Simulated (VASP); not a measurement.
# BN: single point with LDA

The system is BN.

```
B N
1.0
     2.29064    0.00000    0.00000
    -1.14532    1.98376    0.00000
     0.00000    0.00000    6.74549
B N
2 2
Direct
  0.33333 0.66667 0.25000
  0.66667 0.33333 0.75000
  0.33333 0.66667 0.75000
  0.66667 0.33333 0.25000
```

This cell differs from its parent crystal: volume 7.663 Å^3 an atom, c/a of the conventional cell 2.9448.

```yaml
Program: VASP 6.6.1
Task: single point
Functional: LDA
Potentials_or_basis: VASP PAW LDA potentials, release 64 (B, N)
Cutoff: 520 eV
k_mesh: 12 × 12 × 4
Occupations: gaussian, width 0.05 eV
Spin: no spin polarisation
Dipole_correction: no
Further_INCAR_settings: ALGO = Normal; EDIFF = 1e-06; NBANDS = 16
```

```json
{"Pressure": "86.4 GPa", "Band gap on the k mesh": "4.45 eV, indirect (least direct gap 5.14 eV)"}
```

Stress tensor (GPa, compression positive):
```
130.19   0.00   0.00
  0.00 130.19   0.00
  0.00   0.00  -1.12
```

Levels at points of the mesh, in eV from the valence-band top:
```
           k point  band 4  band 5  band 6  band 7  band 8  band 9  band 10  band 11  band 12  band 13
(0.00, 0.00, 0.00)   -5.90   -0.95   -0.95   -0.93   -0.93    4.45    10.07    13.81    13.81    13.89
(0.50, 0.00, 0.00)   -9.92   -4.56   -4.53   -1.68   -0.81    4.47     5.91    11.64    13.06    13.11
(0.00, 0.00, 0.50)   -6.92   -0.94   -0.94   -0.94   -0.94    6.90     6.90    13.85    13.85    13.85
(0.50, 0.00, 0.50)   -9.93   -4.55   -4.55   -1.24   -1.24    5.00     5.00    12.67    12.67    14.52
```

Wall time 9.6 s on 1 thread of Intel(R) Xeon(R) 6975P-C (Granite Rapids), on a shared host, peak memory 0.14 GiB.

 A k mesh can miss the band edges.
